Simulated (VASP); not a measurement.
The system is HfC2.

```
Hf C
1.0
     3.27821    0.00000    0.00000
    -1.63911    2.83902    0.00000
     0.00000    0.00000    3.17907
Hf C
1 2
Direct
  0.00000 0.00000 0.00000
  0.33333 0.66667 0.50000
  0.66667 0.33333 0.50000
```

The cell was built from a structure type or drawn by symmetry, and may not be a known phase.

* Program: VASP 6.6.1
* Task: relaxation of cell and atoms
* Functional: PBE
* Potentials or basis: VASP PAW PBE potentials, release 64 (Hf_pv, C)
* Cutoff: 600 eV
* k mesh: 18 × 18 × 14
* Occupations: gaussian, width 0.1 eV
* Spin: no spin polarisation

At the start: pressure -3.5 GPa; volume 9.86 Å³/atom.

How do energy, volume and symmetry change on relaxing?

Over 5 steps the energy falls by 5.7 meV/atom and the volume is 9.64 Å³/atom (-2.2 %); space group P6/mmm (No. 191, to 0.1 Å) before and after.

The path:
| step | energy change (eV) | largest force (eV/Å) | pressure (GPa) | volume (Å³) |
| --- | --- | --- | --- | --- |
| 1 | 0.0000 | 0.0000 | -3.50 | 29.59 |
| 2 | -0.0140 | 0.0000 | 2.35 | 28.67 |
| 3 | -0.0145 | 0.0000 | 1.42 | 28.81 |
| 4 | -0.0168 | 0.0000 | -0.57 | 28.96 |
| 5 | -0.0172 | 0.0000 | -0.08 | 28.92 |

Final structure:
```yaml
crystal:
  lattice:
    - [3.22539, 0.00000, 0.00000]
    - [-1.61270, 2.79327, 0.00000]
    - [0.00000, 0.00000, 3.21043]
  atoms:
    - { symbol: Hf, position: [0.00000, 0.00000, 0.00000] }
    - { symbol: C, position: [0.33333, 0.66667, 0.50000] }
    - { symbol: C, position: [0.66667, 0.33333, 0.50000] }
```
